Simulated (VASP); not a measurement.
Wanted: the native input for a VASP 6.6.1 run.

- Task: single point
- Functional: r2SCAN
- Potentials or basis: VASP PAW PBE potentials, release 64 (Fe)
- Cutoff: 520 eV
- k mesh: 18 × 18 × 10
- Occupations: gaussian, width 0.05 eV
- Spin: collinear spin, antiferromagnetic start
- Starting moments: [2.5, -2.5] μB
- Dipole correction: no
- Further INCAR settings: ALGO = Normal; EDIFF = 1e-07; NBANDS = 19

Fe:

```
Fe
1.0
     2.54076    0.00000    0.00000
    -1.27038    2.20037    0.00000
     0.00000    0.00000    4.38624
Fe
2
Direct
  0.33333 0.66667 0.75000
  0.66667 0.33333 0.25000
```

This isn't the form of Fe at room conditions, which is bcc.

One way to write it, as run:

POSCAR

```
Fe
1.0
    2.5407632307      0.0000000000      0.0000000000
   -1.2703816153      2.2003655028      0.0000000000
    0.0000000000      0.0000000000      4.3862409167
Fe
2
Direct
    0.3333333333      0.6666666667      0.7500000000
    0.6666666667      0.3333333333      0.2500000000
```

INCAR.step1

```
  PREC = Accurate
  ENCUT = 520
  ISMEAR = 0
  SIGMA = 0.05
  LREAL = F
  LASPH = T
  NELM = 150
  ISPIN = 2
  MAGMOM = 2.5 -2.5
  LMAXMIX = 4
  NBANDS = 19
  GGA = PE
  ALGO = Normal
  EDIFF = 1E-4
  LWAVE = T
  LCHARG = F
```

INCAR.step2

```
  PREC = Accurate
  ENCUT = 520
  EDIFF = 1E-7
  ISMEAR = 0
  SIGMA = 0.05
  LREAL = F
  LASPH = T
  NELM = 150
  ALGO = Normal
  ISIF = 2
  LWAVE = F
  LCHARG = F
  ISPIN = 2
  MAGMOM = 2.5 -2.5
  LORBIT = 11
  LMAXMIX = 4
  METAGGA = R2SCAN
  LMIXTAU = T
  NBANDS = 19
  ISTART = 1
```

KPOINTS

```
Automatic mesh
0
Gamma
  18 18 10
```

Potentials or basis: VASP PAW PBE potentials, release 64 (Fe).

Command:

```sh
$ cat potpaw_PBE.64/Fe/POTCAR > POTCAR
$ cp INCAR.step1 INCAR
$ mpirun -np 1 vasp_std > vasp.out
$ cp INCAR.step2 INCAR
$ mpirun -np 1 vasp_std > vasp.out
```

Results of the run:

```yaml
Pressure: -5.5 GPa
Band_gap_on_the_k_mesh: zero (filled and empty bands overlap)
Net_moment: 0.00 μB per cell
Site_moments: Fe +2.79, -2.79 μB
Valence_electrons_inside_the_program's_atomic_spheres: Fe 7.12
```

Caveat: the cell stands under tension; the antiferromagnetic order is the one typed at the start, and another may lie lower; the PAW data sets were made with another functional, which shifts forces and pressure a little.

It took 30 min on 1 thread of Oxide Virtual Turin-like Processor, with other jobs on the host, peak memory 0.23 GiB.
